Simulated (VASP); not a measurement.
**Ge5P: single point with PBE**

The system is Ge5P.

```xyz
6
Lattice="-3.0961 3.0961 3.4070 3.0961 -3.0961 3.4070 3.0961 3.0961 -3.4070" Properties=species:S:1:pos:R:3 pbc="T T T"
Ge    1.4646    1.4646    3.4070
Ge    1.6315    1.6315    0.0000
Ge   -1.4646    1.4646    3.4070
Ge    1.4646   -1.4646    3.4070
Ge    0.0000    0.0000    3.4070
P     0.0000    0.0000    0.0000
```

The cell was generated, and may not be a known phase.

```json
{
 "Program": "VASP 6.6.1",
 "Task": "single point",
 "Functional": "PBE",
 "Potentials or basis": "VASP PAW PBE potentials, release 64 (Ge_d, P)",
 "Cutoff": "520 eV",
 "k mesh": "4 × 4 × 4",
 "Occupations": "gaussian, width 0.1 eV",
 "Spin": "no spin polarisation"
}
```

```json
{
 "Pressure": "23.4 GPa",
 "Largest force": "5.539 eV/Å",
 "Band gap on the k mesh": "zero (an odd number of electrons rules out a gap without spin polarisation)"
}
```

Forces in eV/Å, atoms in the order of the input:
```
Ge   3.917  3.917  0.000
Ge  -3.917 -3.917  0.000
Ge  -3.917  3.917  0.000
Ge   3.917 -3.917  0.000
Ge   0.000  0.000  0.000
P    0.000  0.000  0.000
```

Stress tensor (GPa, compression positive):
```
35.61  0.00  0.00
 0.00 35.61  0.00
 0.00  0.00 -0.89
```

Levels at points of the mesh, in eV from the Fermi level:
| k point | band 34 | band 35 | band 36 | band 37 | band 38 | band 39 | band 40 | band 41 | band 42 | band 43 |
| --- | --- | --- | --- | --- | --- | --- | --- | --- | --- | --- |
| (0.00, 0.00, 0.00) | -3.09 | -2.91 | -1.92 | -1.92 | -0.89 | 2.41 | 2.41 | 3.43 | 3.64 | 4.47 |
| (0.50, 0.00, 0.00) | -1.69 | -1.56 | -1.38 | -1.00 | 0.12 | 0.54 | 0.82 | 1.15 | 1.93 | 2.79 |
| (0.50, 0.50, 0.00) | -3.51 | -2.36 | -0.71 | -0.07 | 0.24 | 0.89 | 1.49 | 2.04 | 2.86 | 3.41 |
| (0.50, 0.50, 0.50) | -4.07 | -2.15 | 0.40 | 0.86 | 2.84 | 3.05 | 3.05 | 3.05 | 3.24 | 3.24 |

Run time: 3 min on 1 thread of Oxide Virtual Turin-like Processor (shared host), peak memory 0.24 GiB.

Caveat: the stress differs along the axes, from -1 to 36 GPa; an odd number of electrons without spin polarisation forces a metal; a magnetic or distorted state may lie lower.
